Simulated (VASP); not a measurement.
# Si (Cmm2) in VASP: single point with r2SCAN

Aim: the single point of Si with r2SCAN.

All numbers are computed with VASP 6.6.1; they aren't measurements. Logs are shortened: lines on timing, memory, paths and dates and some standing lists are left out, and cuts for length are marked.

## 1. The cell of the first run

It takes space group Cmm2 (No. 35, orthorhombic). The conventional cell has a = 7.699 Å, b = 7.699 Å, c = 5.444 Å, α = 90.00°, β = 90.00°, γ = 90.00°. Si (site symmetry mm2) has 4 Si at 2.29 to 2.42 Å within 3.0 Å. Within 3.1 Å of Si (site symmetry 2) lie 4 Si at 2.36 Å. Within 3.1 Å of Si (site symmetry mm2) lie 4 Si at 2.36 Å. Within 3.0 Å of Si (site symmetry m) lie 4 Si at 2.29 to 2.36 Å. Within 3.1 Å of Si (site symmetry m) lie 4 Si at 2.36 to 2.42 Å.

## 2. Single point, r2SCAN (atom 1 (Si) moved +0.113 Å along Cartesian [0 1 0])

POSCAR reads:

```
Si
1.0
    5.4442106826      0.0000000000      0.0000000000
    0.0000000000     -5.4442106826      0.0000000000
    0.0000000000      0.0000000000     -5.4442106826
Si
8
Direct
    0.5000000000      0.9793358475      1.0000000000
    0.0000000000      0.5000000000      1.0000000000
    0.0000000000      1.0000000000      0.5000000000
    0.5000000000      0.5000000000      0.5000000000
    0.7500000000      0.7500000000      0.7500000000
    0.2500000000      0.2500000000      0.7500000000
    0.2500000000      0.7500000000      0.2500000000
    0.7500000000      0.2500000000      0.2500000000
```

INCAR.step1 reads:

```
SYSTEM = Si
ALGO = Normal
EDIFF = 1E-4
ENCUT = 520
GGA = PE
ISMEAR = 0
LASPH = .True.
LCHARG = .False.
LREAL = .False.
LWAVE = .True.
NBANDS = 26
NELM = 100
PREC = Accurate
SIGMA = 0.05
```

INCAR.step2 reads:

```
SYSTEM = Si
ALGO = Normal
EDIFF = 1E-6
ENCUT = 520
ISIF = 2
ISMEAR = 0
ISTART = 1
LASPH = .True.
LCHARG = .False.
LMIXTAU = .True.
LREAL = .False.
LWAVE = .False.
METAGGA = R2SCAN
NBANDS = 26
NELM = 100
PREC = Accurate
SIGMA = 0.05
```

KPOINTS reads:

```
k-points
0
Gamma
  6 6 6
  0 0 0
```

Potentials or basis: VASP PAW PBE potentials, release 64 (Si).

Command:

```console
$ cat potpaw_PBE.64/Si/POTCAR > POTCAR
$ cp INCAR.step1 INCAR
$ mpirun -np 1 vasp_std > vasp.out
$ cp INCAR.step2 INCAR
$ mpirun -np 1 vasp_std > vasp.out
```

OUTCAR:

```text
SYSTEM = Si
   EDIFF = 1E-6
   ENCUT = 520
   ISIF = 2
   ISMEAR = 0
   ISTART = 1
   LASPH = .True.
   LREAL = .False.
   METAGGA = R2SCAN
   NELM = 100
   PREC = Accurate

 ion  position               nearest neighbor table
   1  0.500  0.979  0.000-   5 2.29   7 2.29   6 2.42   8 2.42
   2  0.000  0.500  0.000-   5 2.36   6 2.36   7 2.36   8 2.36
   3  0.000  0.000  0.500-   5 2.36   6 2.36   7 2.36   8 2.36
   4  0.500  0.500  0.500-   5 2.36   6 2.36   7 2.36   8 2.36
   5  0.750  0.750  0.750-   1 2.29   2 2.36   3 2.36   4 2.36
   6  0.250  0.250  0.750-   2 2.36   3 2.36   4 2.36   1 2.42
   7  0.250  0.750  0.250-   1 2.29   2 2.36   3 2.36   4 2.36
   8  0.750  0.250  0.250-   2 2.36   3 2.36   4 2.36   1 2.42

  LATTYP: Found a simple cubic cell.
 ALAT       =     5.4442106826

  Lattice vectors:

 A1 = (   5.4442106826,   0.0000000000,   0.0000000000)
 A2 = (   0.0000000000,  -5.4442106826,   0.0000000000)
 A3 = (   0.0000000000,   0.0000000000,  -5.4442106826)

Analysis of symmetry for initial positions (statically):
=====================================================================
 Subroutine PRICEL returns:
 Original cell was already a primitive cell.

 Routine SETGRP: Setting up the symmetry group for a
 simple cubic supercell.

 Subroutine GETGRP returns: Found  4 space group operations
 (whereof  2 operations were pure point group operations)
 out of a pool of 48 trial point group operations.

The static configuration has the point symmetry C_2 .
 The point group associated with its full space group is C_2v.

Analysis of symmetry for dynamics (positions and initial velocities):
=====================================================================
 Subroutine PRICEL returns:
 Original cell was already a primitive cell.

 Routine SETGRP: Setting up the symmetry group for a
 simple cubic supercell.

 Subroutine GETGRP returns: Found  4 space group operations
 (whereof  2 operations were pure point group operations)
 out of a pool of 48 trial point group operations.

The dynamic configuration has the point symmetry C_2 .
 The point group associated with its full space group is C_2v.

 Subroutine INISYM returns: Found  4 space group operations
 (whereof  2 operations are pure point group operations),
 and found     1 'primitive' translations

----------------------------------------------------------------------------------------

                                     Primitive cell

  volume of cell :     161.3633

[... 108 lines left out ...]
   POTIM  = 0.5000    time-step for ionic-motion
   TEBEG  =    0.0;   TEEND  =   0.0 temperature during run
   PSTRESS=    0.0 pullay stress
   NELECT =      32.0000    total number of electrons
   NUPDOWN=      -1.0000    fix difference up-down
   EMIN   =  10.00;   EMAX   =-10.00  energy-range for DOS
   EFERMI =   0.00;   METHOD = LEGACY
   ISMEAR =     0;   SIGMA  =   0.05  broadening in eV -4-tet -1-fermi 0-gaus
   EFERMI_NEDOS =   21; number of points for ismear=-14 and -15
   IALGO  =     38    algorithm
   IMIX   =      4    mixing-type and parameters
     AMIX     =   0.40;   BMIX     =  1.00
     AMIX_MAG =   1.60;   BMIX_MAG =  1.00
  volume/ion in A,a.u.               =      20.17       136.12
  Fermi-wavevector in a.u.,A,eV,Ry     =   0.954677  1.804078 12.400467  0.911409
  Thomas-Fermi vector in A             =   2.083446
   LORBIT       =      0    0 simple, 1 ext, 2 COOP (PROOUT), +10 PAW based schemes
   METAGGA = R2SCAN    functional components
   LHFCALC =     F    Hartree Fock is set to
   AEXX    =    0.0000 exact exchange contribution
   IVDW    =     0    specifies the selected vdW correction
   LEPSILON=     F    determine dielectric tensor
   LRPA    =     F    only Hartree local field effects (RPA)
 non-spin polarized calculation
 Gauss-broadening in eV      SIGMA  =   0.05
  energy-cutoff  :      520.00
  volume of cell :      161.36
 maximum number of plane-waves:      4385
   NGX = 21   NGY = 21   NGZ = 21

 number of electron      32.0000002 magnetization

 Free energy of the ion-electron system (eV)
  ---------------------------------------------------
  ext. energy  EPLUGINS =         0.00000000
  ---------------------------------------------------
  free energy    TOTEN  =       -70.11256923 eV

  energy without entropy =      -70.11256923  energy(sigma->0) =      -70.11256923

 E-fermi :   6.0668     XC(G=0):  -9.8257

 val. band max:        5.8075165737   @ k =   0.0000   0.0000   0.0000
 cond. band min:       6.4321269586   @ k =   0.0000   0.1667   0.0000
 fundamental gap:      0.6246103849
 Fermi energy:         6.0668049012

 k-point     1 :       0.0000    0.0000    0.0000
  band No.  band energies     occupation
      1      -6.8187      2.00000
      2      -2.6590      2.00000
      3      -2.5711      2.00000
      4      -2.4737      2.00000
      5      -2.4732      2.00000
      6      -2.3839      2.00000
[... 685 lines left out ...]
     25      11.0474      0.00000
     26      11.1822      0.00000

 [... further k-points ...]

------------------------ aborting loop because EDIFF is reached ----------------------------------------

  FORCE on cell =-STRESS in cart. coord.  units (eV):
  Direction    XX          YY          ZZ          XY          YZ          ZX
  --------------------------------------------------------------------------------------
  -------------------------------------------------------------------------------------
  Total       -0.0299374     -0.2702109     -0.0299374      0.0000000      0.0000000      1.0675495
  in kB       -0.2972486     -2.6829258     -0.2972486      0.0000000      0.0000000     10.5997068
  external PRESSURE =      -1.0924743 kB  Pullay stress =       0.0000000 kB

 VOLUME and BASIS-vectors are now :
 -----------------------------------------------------------------------------
  energy-cutoff  :      520.00
  volume of cell :      161.36
      direct lattice vectors                 reciprocal lattice vectors
     5.444210683  0.000000000  0.000000000     0.183681356  0.000000000  0.000000000
     0.000000000 -5.444210683  0.000000000     0.000000000 -0.183681356  0.000000000
     0.000000000  0.000000000 -5.444210683     0.000000000  0.000000000 -0.183681356

 POSITION                                       TOTAL-FORCE (eV/Angst)
 -----------------------------------------------------------------------------------
      2.72211     -5.33171      0.00000         0.000000     -1.566323      0.000000
      0.00000     -2.72211      0.00000         0.000000      0.113769      0.000000
      0.00000      0.00000     -2.72211         0.000000     -0.203751      0.000000
      2.72211     -2.72211     -2.72211         0.000000      0.113769      0.000000
      4.08316     -4.08316     -4.08316         0.309413      0.405118      0.309413
      1.36105     -1.36105     -4.08316         0.233802      0.366150     -0.233802
      1.36105     -4.08316     -1.36105        -0.309413      0.405118     -0.309413
      4.08316     -1.36105     -1.36105        -0.233802      0.366150      0.233802
 -----------------------------------------------------------------------------------
    total drift:                                0.000000     -0.000011     -0.000000

  FREE ENERGIE OF THE ION-ELECTRON SYSTEM (eV)
  ---------------------------------------------------
  free  energy   TOTEN  =       -70.1125692325 eV

  energy  without entropy=      -70.1125692325  energy(sigma->0) =      -70.11256923
```

OUTCAR.step1:

```text
SYSTEM = Si
   EDIFF = 1E-4
   ENCUT = 520
   GGA = PE
   ISMEAR = 0
   LASPH = .True.
   LREAL = .False.
   NELM = 100
[... 940 lines left out ...]
      1.36105     -1.36105     -4.08316         0.235660      0.354687     -0.235660
      1.36105     -4.08316     -1.36105        -0.309974      0.392156     -0.309974
      4.08316     -1.36105     -1.36105        -0.235660      0.354687      0.235660
 -----------------------------------------------------------------------------------
    total drift:                               -0.000000      0.000042     -0.000000

  FREE ENERGIE OF THE ION-ELECTRON SYSTEM (eV)
  ---------------------------------------------------
  free  energy   TOTEN  =       -43.3054981487 eV

  energy  without entropy=      -43.3054981487  energy(sigma->0) =      -43.30549815
```

Run time: 11 min. Hardware: 1 thread of Oxide Virtual Turin-like, shared host; peak memory 0.3 GiB.

Results:

```yaml
Free_energy: -70.1126 eV
Pressure: -0.1 GPa
Largest_force: 1.566 eV/Å
Band_gap_on_the_k_mesh: 0.62 eV
```

Forces on the atoms (eV/Å):
```
Si   0.000 -1.566  0.000
Si   0.000  0.114  0.000
Si   0.000 -0.204  0.000
Si   0.000  0.114  0.000
Si   0.309  0.405  0.309
Si   0.234  0.366 -0.234
Si  -0.309  0.405 -0.309
Si  -0.234  0.366  0.234
```

Caveat: the cell differs from its parent crystal (atom 1 (Si) moved +0.113 Å along Cartesian [0 1 0]); semilocal functionals underestimate gaps, and a narrow one can read as zero; the PAW data sets were made with another functional, which shifts forces and pressure a little. A k mesh can miss the band edges.
